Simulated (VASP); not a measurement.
# NaF (Fm-3m) in VASP: further runs

The runs below take NaF through single point, with LDA.

All numbers are computed with VASP 6.6.1; they aren't measurements. Logs are shortened: lines on timing, memory, paths and dates and some standing lists are left out, and cuts for length are marked.

### Step 1. The cell of the first run

It takes space group Fm-3m (No. 225, cubic). The conventional cell has a = 4.414 Å, b = 4.414 Å, c = 4.414 Å, α = 90.00°, β = 90.00°, γ = 90.00°. Na (site symmetry m-3m) has 6 F at 2.21 Å within 2.9 Å. Within 2.9 Å of F (site symmetry m-3m) lie 6 Na at 2.21 Å.

### Step 2. Single point, LDA (strain -0.050 along x and y, -0.050 along z)

The input, INCAR:

```
  PREC = Accurate
  ENCUT = 520
  EDIFF = 1E-6
  ISMEAR = 0
  SIGMA = 0.05
  LREAL = False
  LASPH = True
  NELM = 60
  ALGO = Normal
  ISIF = 2
  LWAVE = False
  LCHARG = False
  GGA = CA
  NBANDS = 14
```

The input, KPOINTS:

```
Automatic mesh
0
Gamma
  8 8 8
```

The input, POSCAR:

```
NaF
1.0
    0.0000000000      2.2071350000      2.2071350000
    2.2071350000      0.0000000000      2.2071350000
    2.2071350000      2.2071350000      0.0000000000
Na F
1 1
Direct
    0.0000000000      0.0000000000      0.0000000000
    0.5000000000      0.5000000000      0.5000000000
```

Potentials or basis: VASP PAW LDA potentials, release 64 (Na_pv, F).

Run with:

```
$ cat potpaw_LDA.64/Na_pv/POTCAR potpaw_LDA.64/F/POTCAR > POTCAR
$ mpirun -np 1 vasp_std > vasp.out
```

OUTCAR:

```text
PREC = Accurate
   ENCUT = 520
   EDIFF = 1E-6
   ISMEAR = 0
   LREAL = False
   LASPH = True
   NELM = 60
   ISIF = 2
   GGA = CA

 ion  position               nearest neighbor table
   1  0.000  0.000  0.000-   2 2.21   2 2.21   2 2.21   2 2.21   2 2.21   2 2.21
   2  0.500  0.500  0.500-   1 2.21   1 2.21   1 2.21   1 2.21   1 2.21   1 2.21

  LATTYP: Found a face centered cubic cell.
 ALAT       =     4.4142700000

  Lattice vectors:

 A1 = (   0.0000000000,   2.2071350000,   2.2071350000)
 A2 = (   2.2071350000,   0.0000000000,   2.2071350000)
 A3 = (   2.2071350000,   2.2071350000,   0.0000000000)

Analysis of symmetry for initial positions (statically):
=====================================================================
 Subroutine PRICEL returns:
 Original cell was already a primitive cell.

 Routine SETGRP: Setting up the symmetry group for a
 face centered cubic supercell.

 Subroutine GETGRP returns: Found 48 space group operations
 (whereof 48 operations were pure point group operations)
 out of a pool of 48 trial point group operations.

The static configuration has the point symmetry O_h .

Analysis of symmetry for dynamics (positions and initial velocities):
=====================================================================
 Subroutine PRICEL returns:
 Original cell was already a primitive cell.

 Routine SETGRP: Setting up the symmetry group for a
 face centered cubic supercell.

 Subroutine GETGRP returns: Found 48 space group operations
 (whereof 48 operations were pure point group operations)
 out of a pool of 48 trial point group operations.

The dynamic configuration has the point symmetry O_h .

 Subroutine INISYM returns: Found 48 space group operations
 (whereof 48 operations are pure point group operations),
 and found     1 'primitive' translations

----------------------------------------------------------------------------------------

                                     Primitive cell

  volume of cell :      21.5039

  direct lattice vectors                    reciprocal lattice vectors
     0.000000000  2.207135000  2.207135000    -0.226538023  0.226538023  0.226538023
     2.207135000  0.000000000  2.207135000     0.226538023 -0.226538023  0.226538023
     2.207135000  2.207135000  0.000000000     0.226538023  0.226538023 -0.226538023

  length of vectors
     3.121360251  3.121360251  3.121360251     0.392375366  0.392375366  0.392375366

  position of ions in fractional coordinates (direct lattice)
     0.000000000  0.000000000  0.000000000
     0.500000000  0.500000000  0.500000000

  ion indices of the primitive-cell ions
   primitive index   ion index
                 1           1
                 2           2

----------------------------------------------------------------------------------------

 KPOINTS: Automatic mesh

Automatic generation of k-mesh.
 Grid dimensions read from file:
 generate k-points for:    8    8    8

 Generating k-lattice:

  Cartesian coordinates                     Fractional coordinates (reciprocal lattice)
    -0.028317253  0.028317253  0.028317253     0.125000000  0.000000000  0.000000000
     0.028317253 -0.028317253  0.028317253     0.000000000  0.125000000  0.000000000
     0.028317253  0.028317253 -0.028317253     0.000000000  0.000000000  0.125000000

  Length of vectors
     0.049046921  0.049046921  0.049046921

  Shift w.r.t. Gamma in fractional coordinates (k-lattice)
     0.000000000  0.000000000  0.000000000

 Subroutine IBZKPT returns following result:
 ===========================================

 Found     29 irreducible k-points:

 Following reciprocal coordinates:
            Coordinates               Weight
  0.000000  0.000000  0.000000      1.000000
  0.125000  0.000000  0.000000      8.000000
  0.250000  0.000000  0.000000      8.000000
  0.375000  0.000000  0.000000      8.000000
  0.500000  0.000000  0.000000      4.000000
  0.125000  0.125000  0.000000      6.000000
[... 16 lines left out ...]
  0.500000  0.250000  0.125000     48.000000
 -0.375000  0.250000  0.125000     24.000000
 [... further k-points ...]
   k-points           NKPTS =     29   k-points in BZ     NKDIM =     29   number of bands    NBANDS=     14
   number of dos      NEDOS =    301   number of ions     NIONS =      2
   total plane-waves  NPLWV =  13824
   dimension x,y,z NGX =    24 NGY =   24 NGZ =   24
   dimension x,y,z NGXF=    48 NGYF=   48 NGZF=   48
   ions per type =               1   1
   NGX,Y,Z   is equivalent  to a cutoff of  12.78, 12.78, 12.78 a.u.
   NGXF,Y,Z  is equivalent  to a cutoff of  25.57, 25.57, 25.57 a.u.
 SYSTEM =  unknown system
   PREC   = accura    normal or accurate (medium, high low for compatibility)
   ISTART =      0    job   : 0-new  1-cont  2-samecut
   ICHARG =      2    charge: 1-file 2-atom 10-const
   ISPIN  =      1    spin polarized calculation?
   LNONCOLLINEAR =      F non collinear calculations
   LSORBIT =      F    spin-orbit coupling
   LASPH  =      T    aspherical Exc in radial PAW
   ENCUT  =  520.0 eV  38.22 Ry    6.18 a.u.   5.80  5.80  5.80*2*pi/ulx,y,z
   NELM   =     60;   NELMIN=  2; NELMDL= -5     # of ELM steps
   EDIFF  = 0.1E-05   stopping-criterion for ELM
   LREAL  =      F    real-space projection
   EDIFFG = 0.1E-04   stopping-criterion for IOM
   NSW    =      0    number of steps for IOM
   IBRION =     -1    ionic relax: 0-MD 1-quasi-New 2-CG
   NFREE  =      0    steps in history (QN), initial steepest desc. (CG)
   ISIF   =      2    stress and relaxation
   ISYM   =      2    0-nonsym 1-usesym 2-fastsym
   POTIM  = 0.5000    time-step for ionic-motion
   TEBEG  =    0.0;   TEEND  =   0.0 temperature during run
   PSTRESS=    0.0 pullay stress
   NELECT =      14.0000    total number of electrons
   NUPDOWN=      -1.0000    fix difference up-down
   EMIN   =  10.00;   EMAX   =-10.00  energy-range for DOS
   EFERMI =   0.00;   METHOD = LEGACY
   ISMEAR =     0;   SIGMA  =   0.05  broadening in eV -4-tet -1-fermi 0-gaus
   EFERMI_NEDOS =   21; number of points for ismear=-14 and -15
   IALGO  =     38    algorithm
   IMIX   =      4    mixing-type and parameters
     AMIX     =   0.40;   BMIX     =  1.00
     AMIX_MAG =   1.60;   BMIX_MAG =  1.00
  volume/ion in A,a.u.               =      10.75        72.56
  Fermi-wavevector in a.u.,A,eV,Ry     =   1.418879  2.681292 27.391478  2.013217
  Thomas-Fermi vector in A             =   2.539958
   LORBIT       =      0    0 simple, 1 ext, 2 COOP (PROOUT), +10 PAW based schemes
   GGA     = CA    functional components
   LHFCALC =     F    Hartree Fock is set to
   AEXX    =    0.0000 exact exchange contribution
   IVDW    =     0    specifies the selected vdW correction
   LEPSILON=     F    determine dielectric tensor
   LRPA    =     F    only Hartree local field effects (RPA)
 non-spin polarized calculation
 Gauss-broadening in eV      SIGMA  =   0.05
  energy-cutoff  :      520.00
  volume of cell :       21.50
 maximum number of plane-waves:       604
   NGX = 11   NGY = 11   NGZ = 11

 number of electron      13.9999996 magnetization

 Free energy of the ion-electron system (eV)
  ---------------------------------------------------
  ext. energy  EPLUGINS =         0.00000000
  ---------------------------------------------------
  free energy    TOTEN  =        -9.31371122 eV

  energy without entropy =       -9.31371122  energy(sigma->0) =       -9.31371122

 E-fermi :  -1.4846     XC(G=0): -10.6966

 val. band max:       -1.8009657021   @ k =   0.0000   0.0000   0.0000
 cond. band min:       5.0007245590   @ k =   0.0000   0.0000   0.0000
 fundamental gap:      6.8016902612
 Fermi energy:        -1.4845905786

 k-point     1 :       0.0000    0.0000    0.0000
  band No.  band energies     occupation
      1     -20.8503      2.00000
      2     -20.1694      2.00000
      3     -20.1694      2.00000
      4     -20.1694      2.00000
      5      -1.8010      2.00000
      6      -1.8010      2.00000
      7      -1.8010      2.00000
      8       5.0007      0.00000
      9      17.7382      0.00000
     10      17.7382      0.00000
     11      17.7382      0.00000
     12      20.8704      0.00000
     13      23.2697      0.00000
     14      23.2697      0.00000

 k-point     2 :       0.1250    0.0000    0.0000
  band No.  band energies     occupation
      1     -21.0355      2.00000
      2     -20.1721      2.00000
      3     -20.1721      2.00000
      4     -19.9525      2.00000
      5      -2.1766      2.00000
      6      -1.8544      2.00000
      7      -1.8544      2.00000
      8       5.6108      0.00000
      9      15.9218      0.00000
     10      18.0421      0.00000
     11      18.0421      0.00000
     12      22.8060      0.00000
     13      22.8060      0.00000
     14      23.0913      0.00000

 k-point     3 :       0.2500    0.0000    0.0000
  band No.  band energies     occupation
      1     -21.3073      2.00000
      2     -20.1786      2.00000
      3     -20.1786      2.00000
      4     -19.6017      2.00000
      5      -2.9382      2.00000
      6      -1.9813      2.00000
      7      -1.9813      2.00000
      8       7.0320      0.00000
      9      13.8359      0.00000
     10      18.7610      0.00000
     11      18.7610      0.00000
     12      22.2056      0.00000
     13      22.2056      0.00000
     14      24.3787      0.00000
[... 324 lines left out ...]
 k-point    23 :       0.5000    0.2500    0.1250
  band No.  band energies     occupation
      1     -21.3158      2.00000
      2     -20.2590      2.00000
      3     -20.2093      2.00000
      4     -19.4716      2.00000
      5      -3.3660      2.00000
      6      -2.4361      2.00000
      7      -2.2005      2.00000
      8       9.6084      0.00000
      9      12.2711      0.00000
     10      16.8246      0.00000
     11      18.7792      0.00000
     12      20.8877      0.00000
     13      23.2022      0.00000
     14      27.9608      0.00000

 k-point    24 :      -0.3750    0.2500    0.1250
  band No.  band energies     occupation
      1     -21.3315      2.00000
      2     -20.2642      2.00000
      3     -20.2221      2.00000
      4     -19.4308      2.00000
      5      -3.4546      2.00000
      6      -2.5391      2.00000
      7      -2.2486      2.00000
      8      10.5582      0.00000
      9      11.7008      0.00000
     10      16.4815      0.00000
     11      18.5002      0.00000
     12      21.6052      0.00000
     13      22.7723      0.00000
     14      28.1035      0.00000

 [... further k-points ...]
[... 5 lines left out ...]
  --------------------------------------------------------------------------------------
  -------------------------------------------------------------------------------------
  Total        0.5721719      0.5721719      0.5721719     -0.0000000      0.0000000     -0.0000000
  in kB       42.6304998     42.6304998     42.6304998     -0.0000000      0.0000000     -0.0000000
  external PRESSURE =      42.6304998 kB  Pullay stress =       0.0000000 kB

 VOLUME and BASIS-vectors are now :
 -----------------------------------------------------------------------------
  energy-cutoff  :      520.00
  volume of cell :       21.50
      direct lattice vectors                 reciprocal lattice vectors
     0.000000000  2.207135000  2.207135000    -0.226538023  0.226538023  0.226538023
     2.207135000  0.000000000  2.207135000     0.226538023 -0.226538023  0.226538023
     2.207135000  2.207135000  0.000000000     0.226538023  0.226538023 -0.226538023

 POSITION                                       TOTAL-FORCE (eV/Angst)
 -----------------------------------------------------------------------------------
      0.00000      0.00000      0.00000        -0.000000      0.000000     -0.000000
      2.20714      2.20714      2.20714         0.000000      0.000000      0.000000
 -----------------------------------------------------------------------------------
    total drift:                                0.000000     -0.000000      0.000000

  FREE ENERGIE OF THE ION-ELECTRON SYSTEM (eV)
  ---------------------------------------------------
  free  energy   TOTEN  =        -9.3137112237 eV

  energy  without entropy=       -9.3137112237  energy(sigma->0) =       -9.31371122
```

Wall time 10 s (1 thread of AMD EPYC 7R43 (Zen 3), shared host); peak memory 0.09 GiB.

Results:

```
Free energy            : -9.3137 eV
Pressure               : 4.3 GPa
Band gap on the k mesh : 6.80 eV, direct
```

Levels at points of the mesh, in eV from the valence-band top:
| k point | band 3 | band 4 | band 5 | band 6 | band 7 | band 8 | band 9 | band 10 | band 11 | band 12 |
| --- | --- | --- | --- | --- | --- | --- | --- | --- | --- | --- |
| (0.00, 0.00, 0.00) | -18.37 | -18.37 | 0.00 | 0.00 | 0.00 | 6.80 | 19.54 | 19.54 | 19.54 | 22.67 |
| (0.50, 0.00, 0.00) | -18.39 | -17.43 | -2.02 | -0.36 | -0.36 | 11.30 | 13.36 | 21.27 | 21.27 | 24.22 |
| (0.50, 0.50, 0.00) | -18.46 | -18.46 | -1.57 | -0.49 | -0.49 | 13.28 | 13.99 | 14.74 | 21.27 | 21.27 |

Caveat: the cell differs from its parent crystal (strain -0.050 along x and y, -0.050 along z).

### Step 3. Single point, LDA (strain -0.025 along x and y, -0.025 along z)

The input, INCAR:

```
SYSTEM = NaF
PREC     = Accurate       ! precision mode
ENCUT    = 520            ! plane-wave cutoff, eV
EDIFF    = 1E-6           ! SCF threshold, eV
ISMEAR   = 0              ! smearing method
SIGMA    = 0.05           ! smearing width, eV
LREAL    = .False.        ! projectors in reciprocal space
LASPH    = .True.         ! aspherical terms in the spheres
NELM     = 100            ! most SCF steps
ALGO     = Normal         ! electronic algorithm
ISIF     = 2              ! what is computed and relaxed
LWAVE    = .False.        ! write WAVECAR
LCHARG   = .False.        ! write CHGCAR
GGA      = CA             ! functional
NBANDS   = 14             ! bands
```

The input, KPOINTS:

```
Automatic mesh
0
Gamma
  8 8 8
  0 0 0
```

The input, POSCAR:

```
NaF
1.0
    0.0000000000      2.2652175000      2.2652175000
    2.2652175000      0.0000000000      2.2652175000
    2.2652175000      2.2652175000      0.0000000000
Na F
1 1
Direct
    0.0000000000      0.0000000000      0.0000000000
    0.5000000000      0.5000000000      0.5000000000
```

Potentials or basis: VASP PAW LDA potentials, release 64 (Na_pv, F).

Run with:

```
$ cat potpaw_LDA.64/Na_pv/POTCAR potpaw_LDA.64/F/POTCAR > POTCAR
$ mpirun -np 1 vasp_std > vasp.out
```

OUTCAR:

```text
SYSTEM = NaF
   PREC = Accurate
   ENCUT = 520
   EDIFF = 1E-6
   ISMEAR = 0
   LREAL = .False.
   LASPH = .True.
   NELM = 100
   ISIF = 2
   GGA = CA

 ion  position               nearest neighbor table
   1  0.000  0.000  0.000-   2 2.27   2 2.27   2 2.27   2 2.27   2 2.27   2 2.27
   2  0.500  0.500  0.500-   1 2.27   1 2.27   1 2.27   1 2.27   1 2.27   1 2.27

  LATTYP: Found a face centered cubic cell.
 ALAT       =     4.5304350000

  Lattice vectors:

 A1 = (   0.0000000000,   2.2652175000,   2.2652175000)
 A2 = (   2.2652175000,   0.0000000000,   2.2652175000)
 A3 = (   2.2652175000,   2.2652175000,   0.0000000000)
[... 585 lines left out ...]
     11      17.1444      0.00000
     12      20.3009      0.00000
     13      21.3927      0.00000
     14      26.4091      0.00000

 [... further k-points ...]
[... 5 lines left out ...]
  --------------------------------------------------------------------------------------
  -------------------------------------------------------------------------------------
  Total       -0.1636545     -0.1636545     -0.1636545     -0.0000000     -0.0000000      0.0000000
  in kB      -11.2792100    -11.2792100    -11.2792100     -0.0000000     -0.0000000      0.0000000
  external PRESSURE =     -11.2792100 kB  Pullay stress =       0.0000000 kB

 VOLUME and BASIS-vectors are now :
 -----------------------------------------------------------------------------
  energy-cutoff  :      520.00
  volume of cell :       23.25
      direct lattice vectors                 reciprocal lattice vectors
     0.000000000  2.265217500  2.265217500    -0.220729356  0.220729356  0.220729356
     2.265217500  0.000000000  2.265217500     0.220729356 -0.220729356  0.220729356
     2.265217500  2.265217500  0.000000000     0.220729356  0.220729356 -0.220729356

 POSITION                                       TOTAL-FORCE (eV/Angst)
 -----------------------------------------------------------------------------------
      0.00000      0.00000      0.00000         0.000000      0.000000      0.000000
      2.26522      2.26522      2.26522        -0.000000     -0.000000     -0.000000
 -----------------------------------------------------------------------------------
    total drift:                                0.000000     -0.000000      0.000000

  FREE ENERGIE OF THE ION-ELECTRON SYSTEM (eV)
  ---------------------------------------------------
  free  energy   TOTEN  =        -9.3318409608 eV

  energy  without entropy=       -9.3318409608  energy(sigma->0) =       -9.33184096
```

OSZICAR:

```text
N       E                     dE             d eps       ncg     rms          rms(c)
DAV:   1     0.106030753598E+03    0.10603E+03   -0.76701E+03   812   0.121E+03
DAV:   2    -0.515855266859E+01   -0.11119E+03   -0.10278E+03   896   0.340E+02
DAV:   3    -0.101385759147E+02   -0.49800E+01   -0.49723E+01  1028   0.669E+01
DAV:   4    -0.101733125190E+02   -0.34737E-01   -0.34735E-01   914   0.600E+00
DAV:   5    -0.101736342225E+02   -0.32170E-03   -0.32170E-03  1028   0.571E-01    0.508E+00
DAV:   6    -0.937500766440E+01    0.79863E+00   -0.27076E+00   982   0.154E+01    0.175E+00
DAV:   7    -0.934709293645E+01    0.27915E-01   -0.33620E-02   866   0.197E+00    0.970E-01
DAV:   8    -0.933188006945E+01    0.15213E-01   -0.21197E-02   916   0.299E+00    0.142E-01
DAV:   9    -0.933194576954E+01   -0.65700E-04   -0.23444E-03  1016   0.435E-01    0.100E-01
DAV:  10    -0.933184049138E+01    0.10528E-03   -0.45049E-04   914   0.226E-01    0.853E-03
DAV:  11    -0.933184114358E+01   -0.65219E-06   -0.23299E-05   944   0.749E-02    0.439E-03
DAV:  12    -0.933184096075E+01    0.18283E-06   -0.53323E-07   514   0.102E-02
   1 F= -.93318410E+01 E0= -.93318410E+01  d E =-.987593E-23
```

stdout:

```text
POSCAR found type information on POSCAR NaF
 POSCAR found :  2 types and       2 ions
 scaLAPACK will be used
 LDA part: xc-table for (Slater(with rela. corr.)+CA(PZ))
 , standard interpolation
 POSCAR, INCAR and KPOINTS ok, starting setup
 FFT: planning ... GRIDC
 FFT: planning ... GRID_SOFT
 FFT: planning ... GRID
 WAVECAR not read
 entering main loop
```

Run time: 16 s. Hardware: 1 thread of AMD EPYC 7R43 (Zen 3), shared host; peak memory 0.09 GiB.

What came out:

| Quantity | Value |
| --- | --- |
| Free energy | -9.3318 eV |
| Pressure | -1.1 GPa |
| Band gap on the k mesh | 6.33 eV, direct |

Caveat: the cell differs from its parent crystal (strain -0.025 along x and y, -0.025 along z).

### Step 4. Single point, LDA (strain +0.025 along x and y, +0.025 along z)

The input, INCAR:

```
ALGO = Normal
EDIFF = 1E-6
ENCUT = 520
ISIF = 2
ISMEAR = 0
LASPH = True
LCHARG = False
LREAL = False
LWAVE = False
NBANDS = 14
NELM = 60
PREC = Accurate
SIGMA = 0.05
```

The input, KPOINTS:

```
k-points
0
Gamma
  8 8 8
```

The input, POSCAR:

```
NaF
1.0
    0.0000000000      2.3813825000      2.3813825000
    2.3813825000      0.0000000000      2.3813825000
    2.3813825000      2.3813825000      0.0000000000
Na F
1 1
Direct
    0.0000000000      0.0000000000      0.0000000000
    0.5000000000      0.5000000000      0.5000000000
```

Run with:

```
$ cat potpaw_LDA.64/Na_pv/POTCAR potpaw_LDA.64/F/POTCAR > POTCAR
$ mpirun -np 1 vasp_std > vasp.out
```

It took 20 s on 1 thread of AMD EPYC 7R43 (Zen 3), shared host; peak memory 0.09 GiB.

The run converged. Its results:

| Property | Result |
| --- | --- |
| Free energy | -9.2306 eV |
| Pressure | -7.1 GPa |
| Band gap on the k mesh | 5.55 eV, direct |

Levels at points of the mesh, in eV from the valence-band top:
| k point | band 5 | band 6 | band 7 | band 8 | band 9 | band 10 |
| --- | --- | --- | --- | --- | --- | --- |
| (0.00, 0.00, 0.00) | 0.00 | 0.00 | 0.00 | 5.55 | 17.97 | 17.97 |
| (0.50, 0.00, 0.00) | -1.49 | -0.22 | -0.22 | 9.90 | 11.43 | 18.80 |
| (0.50, 0.50, 0.00) | -1.20 | -0.38 | -0.38 | 12.10 | 12.47 | 12.57 |

Caveat: the cell differs from its parent crystal (strain +0.025 along x and y, +0.025 along z).

(Part 1 of 2 ends here.)
